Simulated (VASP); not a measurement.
# Pd4Pt (P-43m) in VASP: relaxation of cell and atoms with PBE

Aim: the relaxation of cell and atoms of Pd4Pt with PBE.

All numbers are computed with VASP 6.6.1; they aren't measurements. Logs are shortened: lines on timing, memory, paths and dates and some standing lists are left out, and cuts for length are marked.

## (1) The cell of the first run

The structure is cubic, space group P-43m (No. 215). Conventional cell: a = 4.294 Å, b = 4.294 Å, c = 4.294 Å, α = 90.00°, β = 90.00°, γ = 90.00°. Within 2.6 Å of Pd (site symmetry 3m) lie 3 Pd at 1.95 Å and 1 Pt at 2.53 Å. Pt (site symmetry -43m) has 4 Pd at 2.53 Å within 3.3 Å.

The cell was generated, and may not be a known phase.

## (2) Relaxation of cell and atoms, PBE

INCAR reads:

```
PREC = Accurate
ENCUT = 600
EDIFF = 1E-7
ISMEAR = 0
SIGMA = 0.2
LREAL = False
LASPH = True
NELM = 100
ALGO = Fast
ISIF = 3
LWAVE = False
LCHARG = False
GGA = PE
IBRION = 2
NSW = 36
EDIFFG = -0.08
```

KPOINTS reads:

```
Automatic mesh
0
Gamma
  4 4 4
```

POSCAR reads:

```
Pd4Pt
1.0
    4.2938849100      0.0000000000      0.0000000000
    0.0000000000      4.2938849100      0.0000000000
    0.0000000000      0.0000000000      4.2938849100
Pd Pt
4 1
Direct
    0.1602539000      0.1602539000      0.1602539000
    0.8397461000      0.8397461000      0.1602539000
    0.8397461000      0.1602539000      0.8397461000
    0.1602539000      0.8397461000      0.8397461000
    0.5000000000      0.5000000000      0.5000000000
```

Potentials or basis: VASP PAW PBE potentials, release 64 (Pd, Pt).

Started as:

```bash
$ cat potpaw_PBE.64/Pd/POTCAR potpaw_PBE.64/Pt/POTCAR > POTCAR
$ mpirun -np 1 vasp_std > vasp.out
```

OUTCAR:

```text
PREC = Accurate
   ENCUT = 600
   EDIFF = 1E-7
   ISMEAR = 0
   LREAL = False
   LASPH = True
   NELM = 100
   ISIF = 3
   GGA = PE
   IBRION = 2
   NSW = 36
   EDIFFG = -0.08

 ion  position               nearest neighbor table
   1  0.160  0.160  0.160-   2 1.95   3 1.95   4 1.95   5 2.53   3 3.23   4 3.23   2 3.23   3 3.23
                             2 3.23   4 3.23
   2  0.840  0.840  0.160-   1 1.95   3 1.95   4 1.95   5 2.53   3 3.23   4 3.23   1 3.23   3 3.23
                             1 3.23   4 3.23
   3  0.840  0.160  0.840-   1 1.95   2 1.95   4 1.95   5 2.53   2 3.23   4 3.23   1 3.23   2 3.23
                             1 3.23   4 3.23
   4  0.160  0.840  0.840-   1 1.95   2 1.95   3 1.95   5 2.53   2 3.23   3 3.23   1 3.23   2 3.23
                             1 3.23   3 3.23
   5  0.500  0.500  0.500-   1 2.53   2 2.53   3 2.53   4 2.53

  LATTYP: Found a simple cubic cell.
 ALAT       =     4.2938849100

  Lattice vectors:

 A1 = (   4.2938849100,   0.0000000000,   0.0000000000)
 A2 = (   0.0000000000,   4.2938849100,   0.0000000000)
 A3 = (   0.0000000000,   0.0000000000,   4.2938849100)

Analysis of symmetry for initial positions (statically):
=====================================================================
 Subroutine PRICEL returns:
 Original cell was already a primitive cell.

 Routine SETGRP: Setting up the symmetry group for a
 simple cubic supercell.

 Subroutine GETGRP returns: Found 24 space group operations
 (whereof 24 operations were pure point group operations)
 out of a pool of 48 trial point group operations.

The static configuration has the point symmetry T_d .

Analysis of symmetry for dynamics (positions and initial velocities):
=====================================================================
 Subroutine PRICEL returns:
 Original cell was already a primitive cell.

 Routine SETGRP: Setting up the symmetry group for a
 simple cubic supercell.

 Subroutine GETGRP returns: Found 24 space group operations
 (whereof 24 operations were pure point group operations)
 out of a pool of 48 trial point group operations.

The dynamic configuration has the point symmetry T_d .

 Subroutine INISYM returns: Found 24 space group operations
 (whereof 24 operations are pure point group operations),
 and found     1 'primitive' translations

----------------------------------------------------------------------------------------

                                     Primitive cell

  volume of cell :      79.1683

  direct lattice vectors                    reciprocal lattice vectors
     4.293884910  0.000000000  0.000000000     0.232889335  0.000000000  0.000000000
     0.000000000  4.293884910  0.000000000     0.000000000  0.232889335  0.000000000
     0.000000000  0.000000000  4.293884910     0.000000000  0.000000000  0.232889335

  length of vectors
     4.293884910  4.293884910  4.293884910     0.232889335  0.232889335  0.232889335

  position of ions in fractional coordinates (direct lattice)
     0.160253900  0.160253900  0.160253900
     0.839746100  0.839746100  0.160253900
     0.839746100  0.160253900  0.839746100
     0.160253900  0.839746100  0.839746100
     0.500000000  0.500000000  0.500000000

  ion indices of the primitive-cell ions
   primitive index   ion index
                 1           1
                 2           2
                 3           3
                 4           4
                 5           5

----------------------------------------------------------------------------------------

 KPOINTS: Automatic mesh

Automatic generation of k-mesh.
 Grid dimensions read from file:
 generate k-points for:    4    4    4

 Generating k-lattice:

  Cartesian coordinates                     Fractional coordinates (reciprocal lattice)
     0.058222334  0.000000000  0.000000000     0.250000000  0.000000000  0.000000000
     0.000000000  0.058222334  0.000000000     0.000000000  0.250000000  0.000000000
     0.000000000  0.000000000  0.058222334     0.000000000  0.000000000  0.250000000

  Length of vectors
     0.058222334  0.058222334  0.058222334

  Shift w.r.t. Gamma in fractional coordinates (k-lattice)
     0.000000000  0.000000000  0.000000000

 Subroutine IBZKPT returns following result:
 ===========================================

 Found     10 irreducible k-points:

 Following reciprocal coordinates:
            Coordinates               Weight
  0.000000  0.000000  0.000000      1.000000
  0.250000  0.000000  0.000000      6.000000
  0.500000  0.000000  0.000000      3.000000
  0.250000  0.250000  0.000000     12.000000
  0.500000  0.250000  0.000000     12.000000
  0.500000  0.500000  0.000000      3.000000
  0.250000  0.250000  0.250000      8.000000
  0.500000  0.250000  0.250000     12.000000
  0.500000  0.500000  0.250000      6.000000
  0.500000  0.500000  0.500000      1.000000
   k-points           NKPTS =     10   k-points in BZ     NKDIM =     10   number of bands    NBANDS=     30
   number of dos      NEDOS =    301   number of ions     NIONS =      5
   total plane-waves  NPLWV =  46656
   dimension x,y,z NGX =    36 NGY =   36 NGZ =   36
   dimension x,y,z NGXF=    72 NGYF=   72 NGZF=   72
   ions per type =               4   1
   NGX,Y,Z   is equivalent  to a cutoff of  13.94, 13.94, 13.94 a.u.
   NGXF,Y,Z  is equivalent  to a cutoff of  27.88, 27.88, 27.88 a.u.
 SYSTEM =  unknown system
   PREC   = accura    normal or accurate (medium, high low for compatibility)
   ISTART =      0    job   : 0-new  1-cont  2-samecut
   ICHARG =      2    charge: 1-file 2-atom 10-const
   ISPIN  =      1    spin polarized calculation?
   LNONCOLLINEAR =      F non collinear calculations
   LSORBIT =      F    spin-orbit coupling
   LASPH  =      T    aspherical Exc in radial PAW
   ENCUT  =  600.0 eV  44.10 Ry    6.64 a.u.   8.58  8.58  8.58*2*pi/ulx,y,z
   NELM   =    100;   NELMIN=  2; NELMDL= -5     # of ELM steps
   EDIFF  = 0.1E-06   stopping-criterion for ELM
   LREAL  =      F    real-space projection
   EDIFFG = -.8E-01   stopping-criterion for IOM
   NSW    =     36    number of steps for IOM
   IBRION =      2    ionic relax: 0-MD 1-quasi-New 2-CG
   NFREE  =      1    steps in history (QN), initial steepest desc. (CG)
   ISIF   =      3    stress and relaxation
   ISYM   =      2    0-nonsym 1-usesym 2-fastsym
   POTIM  = 0.5000    time-step for ionic-motion
   TEBEG  =    0.0;   TEEND  =   0.0 temperature during run
   PSTRESS=    0.0 pullay stress
   NELECT =      50.0000    total number of electrons
   NUPDOWN=      -1.0000    fix difference up-down
   EMIN   =  10.00;   EMAX   =-10.00  energy-range for DOS
   EFERMI =   0.00;   METHOD = LEGACY
   ISMEAR =     0;   SIGMA  =   0.20  broadening in eV -4-tet -1-fermi 0-gaus
   EFERMI_NEDOS =   21; number of points for ismear=-14 and -15
   IALGO  =     68    algorithm
   IMIX   =      4    mixing-type and parameters
     AMIX     =   0.40;   BMIX     =  1.00
     AMIX_MAG =   1.60;   BMIX_MAG =  1.00
  volume/ion in A,a.u.               =      15.83       106.85
  Fermi-wavevector in a.u.,A,eV,Ry     =   1.404584  2.654279 26.842344  1.972857
  Thomas-Fermi vector in A             =   2.527131
   LORBIT       =      0    0 simple, 1 ext, 2 COOP (PROOUT), +10 PAW based schemes
   GGA     = PE    functional components
   LHFCALC =     F    Hartree Fock is set to
   AEXX    =    0.0000 exact exchange contribution
   IVDW    =     0    specifies the selected vdW correction
   LEPSILON=     F    determine dielectric tensor
   LRPA    =     F    only Hartree local field effects (RPA)
 conjugate gradient relaxation of ions
 non-spin polarized calculation
 RMM-DIIS sequential band-by-band and
 Gauss-broadening in eV      SIGMA  =   0.20
  energy-cutoff  :      600.00
  volume of cell :       79.17
 maximum number of plane-waves:      2680
 NGX is ok and might be reduce to    36
   NGX = 17   NGY = 17   NGZ = 17

--------------------------------------- Ionic step        1  -------------------------------------------

 number of electron      50.0000019 magnetization

 Free energy of the ion-electron system (eV)
  ---------------------------------------------------
  ext. energy  EPLUGINS =         0.00000000
  ---------------------------------------------------
  free energy    TOTEN  =        -2.58429454 eV

  energy without entropy =       -2.40143592  energy(sigma->0) =       -2.49286523

 E-fermi :  10.0908     XC(G=0): -12.4764

 val. band max:       10.0858553265   @ k =   0.5000   0.5000   0.0000
 cond. band min:      10.1078580436   @ k =   0.5000   0.5000   0.5000
 fundamental gap:      0.0220027171
 Fermi energy:        10.0908388258

 k-point     1 :       0.0000    0.0000    0.0000
  band No.  band energies     occupation
      1      -1.3826      2.00000
      2       1.1208      2.00000
      3       1.1208      2.00000
      4       1.1208      2.00000
      5       2.2823      2.00000
      6       2.2823      2.00000
[... 355 lines left out ...]
  energy  without entropy=       -2.4014359217  energy(sigma->0) =       -2.49286523

--------------------------------------- Ionic step        2  -------------------------------------------

 number of electron      49.9999784 magnetization

------------------------ aborting loop EDIFF was not reached (unconverged)  ----------------------------

  FORCE on cell =-STRESS in cart. coord.  units (eV):
  Direction    XX          YY          ZZ          XY          YZ          ZX
  --------------------------------------------------------------------------------------
  -------------------------------------------------------------------------------------
  Total      251.4463765    251.4463765    251.4463765      0.0000000     -0.0000000      0.0000000
  in kB     1278.6608907   1278.6608907   1278.6608907      0.0000000     -0.0000000      0.0000000
  external PRESSURE =    1278.6608907 kB  Pullay stress =       0.0000000 kB

 VOLUME and BASIS-vectors are now :
 -----------------------------------------------------------------------------
  energy-cutoff  :      600.00
  volume of cell :      315.07
      direct lattice vectors                 reciprocal lattice vectors
     6.804562289 -0.000000000  0.000000000     0.146960224 -0.000000000 -0.000000000
     0.000000000  6.804562289 -0.000000000     0.000000000  0.146960224  0.000000000
     0.000000000 -0.000000000  6.804562289    -0.000000000  0.000000000  0.146960224
[... 355 lines left out ...]
     29      28.0143      0.00000
     30      41.7157      0.00000

------------------------ aborting loop EDIFF was not reached (unconverged)  ----------------------------

  FORCE on cell =-STRESS in cart. coord.  units (eV):
  Direction    XX          YY          ZZ          XY          YZ          ZX
  --------------------------------------------------------------------------------------
  -------------------------------------------------------------------------------------
  Total      390.2409343    390.2409343    390.2409343     -0.0000000     -0.0000000     -0.0000000
  in kB     4688.8446603   4688.8446603   4688.8446603     -0.0000000     -0.0000000     -0.0000000
  external PRESSURE =    4688.8446603 kB  Pullay stress =       0.0000000 kB

 VOLUME and BASIS-vectors are now :
 -----------------------------------------------------------------------------
  energy-cutoff  :      600.00
  volume of cell :      133.35
      direct lattice vectors                 reciprocal lattice vectors
     5.108881782 -0.000000000  0.000000000     0.195737549 -0.000000000 -0.000000000
     0.000000000  5.108881782 -0.000000000     0.000000000  0.195737549  0.000000000
     0.000000000 -0.000000000  5.108881782    -0.000000000  0.000000000  0.195737549
[... 688 lines left out ...]
     29       3.9230      0.00000
     30       3.9230      0.00000

[... ionic steps 4 to 27 ...]

--------------------------------------- Ionic step       28  -------------------------------------------

 number of electron      50.0000017 magnetization

------------------------ aborting loop because EDIFF is reached ----------------------------------------

  FORCE on cell =-STRESS in cart. coord.  units (eV):
  Direction    XX          YY          ZZ          XY          YZ          ZX
  --------------------------------------------------------------------------------------
  -------------------------------------------------------------------------------------
  Total        3.3632177      3.3632177      3.3632177      0.0000000     -0.0000000     -0.0000000
  in kB       56.5654525     56.5654525     56.5654525      0.0000000     -0.0000000     -0.0000000
  external PRESSURE =      56.5654525 kB  Pullay stress =       0.0000000 kB
[... 63 lines left out ...]
  energy  without entropy=      -22.4757357867  energy(sigma->0) =      -22.60363690

--------------------------------------- Ionic step       30  -------------------------------------------

 number of electron      49.9999981 magnetization

 Free energy of the ion-electron system (eV)
  ---------------------------------------------------
  ext. energy  EPLUGINS =         0.00000000
  ---------------------------------------------------
  free energy    TOTEN  =       -22.75255956 eV

  energy without entropy =      -22.50217613  energy(sigma->0) =      -22.62736785

 E-fermi :   6.0592     XC(G=0): -11.3047

 val. band max:        6.0493593480   @ k =   0.5000   0.2500   0.2500
 cond. band min:       6.0600660518   @ k =   0.2500   0.2500   0.2500
 fundamental gap:      0.0107067038
 Fermi energy:         6.0591689421

 k-point     1 :       0.0000    0.0000    0.0000
  band No.  band energies     occupation
      1      -0.2429      2.00000
      2       1.7462      2.00000
      3       1.7462      2.00000
      4       1.8295      2.00000
      5       1.8295      2.00000
      6       1.8295      2.00000
[... 351 lines left out ...]
  FREE ENERGIE OF THE ION-ELECTRON SYSTEM (eV)
  ---------------------------------------------------
  free  energy   TOTEN  =       -22.7525595604 eV

  energy  without entropy=      -22.5021761299  energy(sigma->0) =      -22.62736785

 reached required accuracy - stopping structural energy minimisation
```

Wall time 28 min (1 thread of Intel Xeon 8259CL, shared host); peak memory 0.24 GiB.

Results:

* Free energy: -22.7526 eV
* Relaxed volume: 19.98 Å³/atom
* Relaxed cell: a = 4.640 Å, b = 4.640 Å, c = 4.640 Å, α = 90.00°, β = 90.00°, γ = 90.00°
* Space group after relaxing (to 0.1 Å): P-43m (No. 215)
* Pressure after relaxing: -0.1 GPa
* Largest force after relaxing: 0.031 eV/Å
* Band gap on the k mesh: zero (bands 25 and 26 overlap by 0.61 eV)

Forces on the atoms (eV/Å):
```
Pd  -0.018 -0.018 -0.018
Pd   0.018  0.018 -0.018
Pd   0.018 -0.018  0.018
Pd  -0.018  0.018  0.018
Pt   0.000  0.000  0.000
```

Final structure:
```cif
data_structure
_symmetry_space_group_name_H-M 'P 1'
_symmetry_Int_Tables_number 1
_cell_length_a 4.6402
_cell_length_b 4.6402
_cell_length_c 4.6402
_cell_angle_alpha 90.000
_cell_angle_beta 90.000
_cell_angle_gamma 90.000
_cell_volume 99.91
loop_
_atom_site_label
_atom_site_type_symbol
_atom_site_fract_x
_atom_site_fract_y
_atom_site_fract_z
_atom_site_occupancy
Pd1 Pd 0.19973 0.19973 0.19973 1
Pd2 Pd 0.80027 0.80027 0.19973 1
Pd3 Pd 0.80027 0.19973 0.80027 1
Pd4 Pd 0.19973 0.80027 0.80027 1
Pt1 Pt 0.50000 0.50000 0.50000 1
```

Caveat: the k points lie up to 0.34 Å⁻¹ apart in the final cell, too coarse for converged energies and pressures of a metal; the volume moved by over 15 % at a fixed basis, so the end points are rough; spin-orbit coupling is left out, which moves the levels of the heavy elements.
